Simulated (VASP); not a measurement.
# PrBPt3 in VASP: single point with PBE

Aim: the single point of PrBPt3 with PBE.

Program: VASP 6.6.1. These are calculated values, not measurements. Logs are shortened: lines on timing, memory, paths and dates and some standing lists are left out, and cuts for length are marked.

### 1 The cell of the first run

The cell holds a disordered packing, 5 atoms: a = 4.364 Å, b = 4.146 Å, c = 4.784 Å, α = 87.81°, β = 78.32°, γ = 85.58°.

### 2 Single point, PBE

Input file POSCAR:

```
PrBPt3
1.0
    4.1638870000      0.0636390000      1.3032780000
    0.2414400000      4.1378330000      0.0966340000
   -0.4765190000      0.1001480000      4.7593620000
Pt B Pr
3 1 1
Direct
    0.7838380000      0.9464240000      0.3413640000
    0.2317480000      0.0584800000      0.5497430000
    0.2638970000      0.5700960000      0.2541630000
    0.2312410000      0.0998810000      0.0409020000
    0.8469090000      0.5691760000      0.8469100000
```

Input file INCAR.step1:

```
PREC     = Accurate       # precision mode
ENCUT    = 520            # plane-wave cutoff, eV
EDIFF    = 1E-7           # SCF threshold, eV
ISMEAR   = -1             # smearing method
SIGMA    = 0.1            # smearing width, eV
LREAL    = False          # projectors in reciprocal space
LASPH    = True           # aspherical terms in the spheres
NELM     = 60             # most SCF steps
ALGO     = Normal         # electronic algorithm
ISIF     = 2              # what is computed and relaxed
LWAVE    = False          # write WAVECAR
LCHARG   = True           # write CHGCAR
LMAXMIX  = 6              # l up to which the mixer works
GGA      = PE             # functional
NBANDS   = 31             # bands
```

Input file KPOINTS.step1:

```
Automatic mesh
0
Gamma
  4 4 4
  0.5 0 0
```

Input file INCAR.step2:

```
PREC     = Accurate       # precision mode
ENCUT    = 520            # plane-wave cutoff, eV
EDIFF    = 1E-7           # SCF threshold, eV
ISMEAR   = -5             # smearing method
SIGMA    = 0.1            # smearing width, eV
LREAL    = False          # projectors in reciprocal space
LASPH    = True           # aspherical terms in the spheres
NELM     = 60             # most SCF steps
ALGO     = Normal         # electronic algorithm
ISIF     = 2              # what is computed and relaxed
LWAVE    = False          # write WAVECAR
LCHARG   = False          # write CHGCAR
LMAXMIX  = 6              # l up to which the mixer works
GGA      = PE             # functional
LORBIT   = 11             # projections on sites
NBANDS   = 31             # bands
NEDOS    = 1001           # points of the DOS
ICHARG   = 11             # starting density
```

Input file KPOINTS.step2:

```
regular mesh
0
Gamma
  6 6 6
```

Potentials or basis: VASP PAW PBE potentials, release 64 (Pt, B, Pr).

Launch:

```
cat potpaw_PBE.64/Pt/POTCAR potpaw_PBE.64/B/POTCAR potpaw_PBE.64/Pr/POTCAR > POTCAR
cp INCAR.step1 INCAR
cp KPOINTS.step1 KPOINTS
mpirun -np 1 vasp_std > vasp.out
cp INCAR.step2 INCAR
cp KPOINTS.step2 KPOINTS
mpirun -np 1 vasp_std > vasp.out
```

OUTCAR:

```text
PREC = Accurate
   ENCUT = 520
   EDIFF = 1E-7
   ISMEAR = -5
   LREAL = False
   LASPH = True
   NELM = 60
   ISIF = 2
   GGA = PE
   LORBIT = 11
   ICHARG = 11

 ion  position               nearest neighbor table
   1  0.784  0.946  0.341-   4 2.30   2 2.43   2 2.45   3 2.49   5 2.84   5 2.88   3 2.96   3 3.38
                             3 3.41   5 3.42
   2  0.232  0.058  0.550-   4 2.36   1 2.43   4 2.43   1 2.45   3 2.49   3 2.50   5 2.84   5 2.88

   3  0.264  0.570  0.254-   4 2.26   4 2.39   1 2.49   2 2.49   2 2.50   5 2.87   5 2.92   1 2.96
                             5 3.04   1 3.38   1 3.41
   4  0.231  0.100  0.041-   3 2.26   1 2.30   2 2.36   3 2.39   2 2.43   5 2.73
   5  0.847  0.569  0.847-   4 2.73   2 2.84   1 2.84   3 2.87   1 2.88   2 2.88   3 2.92   3 3.04
                             1 3.42

  LATTYP: Found a triclinic cell.
 ALAT       =     4.1459972672
 B/A-ratio  =     1.5066389950
 C/A-ratio  =     2.8821550193
 COS(alpha) =     0.0171718470
 COS(beta)  =     0.6529513778
 COS(gamma) =     0.7175784979

  Lattice vectors:

 A1 = (  -0.2414400000,  -4.1378330000,  -0.0966340000)
 A2 = (  -4.4053270000,  -4.2014720000,  -1.3999120000)
 A3 = (   8.3214130000,  -8.2485360000,  -2.3460740000)

Analysis of symmetry for initial positions (statically):
=====================================================================
 Subroutine PRICEL returns:
 Original cell was already a primitive cell.

 Routine SETGRP: Setting up the symmetry group for a
 triclinic supercell.

 Subroutine GETGRP returns: Found  1 space group operations
 (whereof  1 operations were pure point group operations)
 out of a pool of  2 trial point group operations.

The static configuration has the point symmetry C_1 .

Analysis of symmetry for dynamics (positions and initial velocities):
=====================================================================
 Subroutine PRICEL returns:
 Original cell was already a primitive cell.

 Routine SETGRP: Setting up the symmetry group for a
 triclinic supercell.

 Subroutine GETGRP returns: Found  1 space group operations
 (whereof  1 operations were pure point group operations)
 out of a pool of  2 trial point group operations.

The dynamic configuration has the point symmetry C_1 .

 Subroutine INISYM returns: Found  1 space group operations
 (whereof  1 operations are pure point group operations),
 and found     1 'primitive' translations

----------------------------------------------------------------------------------------

                                     Primitive cell

  volume of cell :      84.4862

  direct lattice vectors                    reciprocal lattice vectors
     4.163887000  0.063639000  1.303278000     0.232982085 -0.014146080  0.023624404
     0.241440000  4.137833000  0.096634000    -0.002040101  0.241915082 -0.005294714
    -0.476519000  0.100148000  4.759362000    -0.063757134 -0.001038153  0.203750520

  length of vectors
     4.363546541  4.145997267  4.784205956     0.234603657  0.241981617  0.213495490

  position of ions in fractional coordinates (direct lattice)
     0.783838000  0.946424000  0.341364000
     0.231748000  0.058480000  0.549743000
     0.263897000  0.570096000  0.254163000
     0.231241000  0.099881000  0.040902000
     0.846909000  0.569176000  0.846910000

  ion indices of the primitive-cell ions
   primitive index   ion index
                 1           1
                 2           2
                 3           3
                 4           4
                 5           5

----------------------------------------------------------------------------------------

 KPOINTS: regular mesh

Automatic generation of k-mesh.
 Grid dimensions read from file:
 generate k-points for:    6    6    6

 Generating k-lattice:

  Cartesian coordinates                     Fractional coordinates (reciprocal lattice)
     0.038830348 -0.002357680  0.003937401     0.166666667 -0.000000000 -0.000000000
    -0.000340017  0.040319180 -0.000882452     0.000000000  0.166666667  0.000000000
    -0.010626189 -0.000173026  0.033958420     0.000000000  0.000000000  0.166666667

  Length of vectors
     0.039100610  0.040330270  0.035582582

  Shift w.r.t. Gamma in fractional coordinates (k-lattice)
     0.000000000  0.000000000  0.000000000

 TETIRR: Found    648 inequivalent tetrahedra from     1296

 Subroutine IBZKPT returns following result:
 ===========================================

 Found    112 irreducible k-points:

 Following reciprocal coordinates:
            Coordinates               Weight
  0.000000  0.000000  0.000000      1.000000
  0.166667 -0.000000  0.000000      2.000000
  0.333333 -0.000000 -0.000000      2.000000
  0.500000 -0.000000  0.000000      1.000000
 -0.000000  0.166667 -0.000000      2.000000
  0.166667  0.166667 -0.000000      2.000000
[... 16 lines left out ...]
  0.333333 -0.000000  0.166667      2.000000
  0.500000  0.000000  0.166667      2.000000
 [... further k-points ...]
   k-points           NKPTS =    112   k-points in BZ     NKDIM =    112   number of bands    NBANDS=     31
   number of dos      NEDOS =   1001   number of ions     NIONS =      5
   total plane-waves  NPLWV =  36864
   dimension x,y,z NGX =    32 NGY =   32 NGZ =   36
   dimension x,y,z NGXF=    64 NGYF=   64 NGZF=   72
   ions per type =               3   1   1
   NGX,Y,Z   is equivalent  to a cutoff of  12.19, 12.83, 12.51 a.u.
   NGXF,Y,Z  is equivalent  to a cutoff of  24.38, 25.66, 25.02 a.u.
 SYSTEM =  unknown system
   PREC   = accura    normal or accurate (medium, high low for compatibility)
   ISTART =      0    job   : 0-new  1-cont  2-samecut
   ICHARG =     11    charge: 1-file 2-atom 10-const
   ISPIN  =      1    spin polarized calculation?
   LNONCOLLINEAR =      F non collinear calculations
   LSORBIT =      F    spin-orbit coupling
   LASPH  =      T    aspherical Exc in radial PAW
   ENCUT  =  520.0 eV  38.22 Ry    6.18 a.u.   8.11  7.71  8.90*2*pi/ulx,y,z
   NELM   =     60;   NELMIN=  2; NELMDL=  0     # of ELM steps
   EDIFF  = 0.1E-06   stopping-criterion for ELM
   LREAL  =      F    real-space projection
   EDIFFG = 0.1E-05   stopping-criterion for IOM
   NSW    =      0    number of steps for IOM
   IBRION =     -1    ionic relax: 0-MD 1-quasi-New 2-CG
   NFREE  =      0    steps in history (QN), initial steepest desc. (CG)
   ISIF   =      2    stress and relaxation
   ISYM   =      2    0-nonsym 1-usesym 2-fastsym
   POTIM  = 0.5000    time-step for ionic-motion
   TEBEG  =    0.0;   TEEND  =   0.0 temperature during run
   PSTRESS=    0.0 pullay stress
   NELECT =      46.0000    total number of electrons
   NUPDOWN=      -1.0000    fix difference up-down
   EMIN   =  10.00;   EMAX   =-10.00  energy-range for DOS
   EFERMI =   0.00;   METHOD = LEGACY
   ISMEAR =    -5;   SIGMA  =   0.10  broadening in eV -4-tet -1-fermi 0-gaus
   EFERMI_NEDOS =   21; number of points for ismear=-14 and -15
   IALGO  =     38    algorithm
   IMIX   =      4    mixing-type and parameters
     AMIX     =   0.40;   BMIX     =  1.00
     AMIX_MAG =   1.60;   BMIX_MAG =  1.00
  volume/ion in A,a.u.               =      16.90       114.03
  Fermi-wavevector in a.u.,A,eV,Ry     =   1.336797  2.526180 24.313977  1.787027
  Thomas-Fermi vector in A             =   2.465396
   LORBIT       =     11    0 simple, 1 ext, 2 COOP (PROOUT), +10 PAW based schemes
   GGA     = PE    functional components
   LHFCALC =     F    Hartree Fock is set to
   AEXX    =    0.0000 exact exchange contribution
   IVDW    =     0    specifies the selected vdW correction
   LEPSILON=     F    determine dielectric tensor
   LRPA    =     F    only Hartree local field effects (RPA)
 non-spin polarized calculation
 Fermi weights with tetrahedron method with Bloechl corrections
  energy-cutoff  :      520.00
  volume of cell :       84.49
 maximum number of plane-waves:      2293

 number of electron      46.0000003 magnetization

 Free energy of the ion-electron system (eV)
  ---------------------------------------------------
  ext. energy  EPLUGINS =         0.00000000
  ---------------------------------------------------
  free energy    TOTEN  =       -30.58868372 eV

  energy without entropy =      -30.58868372  energy(sigma->0) =      -30.58868372

 E-fermi :   9.2607     XC(G=0): -12.0551

 val. band max:        9.3090303182   @ k =  -0.0000   0.3333   0.5000
 cond. band min:       9.2446067297   @ k =   0.5000   0.3333   0.1667
 fundamental gap:     -0.0644235885
 Fermi energy:         9.2607445680

 k-point     1 :       0.0000    0.0000    0.0000
  band No.  band energies     occupation
      1     -26.4642      2.00000
      2      -8.7275      2.00000
      3      -8.5652      2.00000
      4      -8.5084      2.00000
      5      -1.2769      2.00000
      6       2.5022      2.00000
[... 23 lines left out ...]
     30      10.0670      0.00000
     31      10.4943      0.00000

 k-point     2 :       0.1667   -0.0000    0.0000
  band No.  band energies     occupation
      1     -26.4619      2.00000
      2      -8.7391      2.00000
      3      -8.5960      2.00000
      4      -8.5224      2.00000
      5      -1.0747      2.00000
      6       2.5032      2.00000
[... 23 lines left out ...]
     30       9.8933      0.00000
     31      10.3419      0.00000

 k-point     3 :       0.3333   -0.0000   -0.0000
  band No.  band energies     occupation
      1     -26.4573      2.00000
      2      -8.7826      2.00000
      3      -8.6576      2.00000
      4      -8.5255      2.00000
      5      -0.6459      2.00000
      6       2.4162      2.00000
[... 703 lines left out ...]
     30       9.8559      0.00000
     31      10.7473      0.00000

 k-point    24 :       0.5000    0.0000    0.1667
  band No.  band energies     occupation
      1     -26.4545      2.00000
      2      -8.8036      2.00000
      3      -8.6922      2.00000
      4      -8.5213      2.00000
      5      -0.3066      2.00000
      6       2.3198      2.00000
[... 23 lines left out ...]
     30       9.8837      0.00000
     31      10.8532      0.00000

 [... further k-points ...]

------------------------ aborting loop because EDIFF is reached ----------------------------------------

  FORCE on cell =-STRESS in cart. coord.  units (eV):
  Direction    XX          YY          ZZ          XY          YZ          ZX
  --------------------------------------------------------------------------------------
  -------------------------------------------------------------------------------------
  Total        4.0732349      0.5539316     -4.3876017     -3.4013188      0.6525706      0.6866889
  in kB       77.2439257     10.5046356    -83.2055086    -64.5018587     12.3752054     13.0222157
  external PRESSURE =       1.5143509 kB  Pullay stress =       0.0000000 kB

 VOLUME and BASIS-vectors are now :
 -----------------------------------------------------------------------------
  energy-cutoff  :      520.00
  volume of cell :       84.49
      direct lattice vectors                 reciprocal lattice vectors
     4.163887000  0.063639000  1.303278000     0.232982085 -0.014146080  0.023624404
     0.241440000  4.137833000  0.096634000    -0.002040101  0.241915082 -0.005294714
    -0.476519000  0.100148000  4.759362000    -0.063757134 -0.001038153  0.203750520

 POSITION                                       TOTAL-FORCE (eV/Angst)
 -----------------------------------------------------------------------------------
      3.32965      4.00021      2.73769        -1.412408      1.212411     -2.563150
      0.71713      0.31178      2.92411        -0.072075      1.281580      5.965133
      1.11537      2.40121      1.60868         2.455669     -1.913185     -2.989181
      0.96749      0.43210      0.50569        -0.034661     -0.468705     -0.095499
      3.26029      2.49387      5.18951        -0.936525     -0.112101     -0.317303
 -----------------------------------------------------------------------------------
    total drift:                                0.115191      0.048835      0.041072

  FREE ENERGIE OF THE ION-ELECTRON SYSTEM (eV)
  ---------------------------------------------------
  free  energy   TOTEN  =       -30.5886837208 eV

  energy  without entropy=      -30.5886837208  energy(sigma->0) =      -30.58868372

 total charge

# of ion       s       p       d       f       tot
--------------------------------------------------
    1        0.814   0.609   8.234   0.000   9.656
    2        0.818   0.778   8.179   0.000   9.775
    3        0.802   0.680   8.204   0.000   9.686
    4        0.675   0.932   0.000   0.000   1.608
    5        1.967   5.346   0.637   1.835   9.785
--------------------------------------------------
tot          5.076   8.344  25.253   1.835  40.509
```

Run time: 2.7 min. Hardware: 1 thread of Intel Xeon 6975P-C (Granite Rapids), shared host; peak memory 0.41 GiB.

What came out:

| Property | Result |
| --- | --- |
| Valence electrons inside the program's atomic spheres | Pt 9.66, 9.78, 9.69; B 1.61; Pr 9.79 |

Caveat: the k points lie up to 0.38 Å⁻¹ apart; spin-orbit coupling is left out, which moves the levels of the heavy elements; semilocal functionals describe open f shells poorly, which spoils levels, moments and volumes.
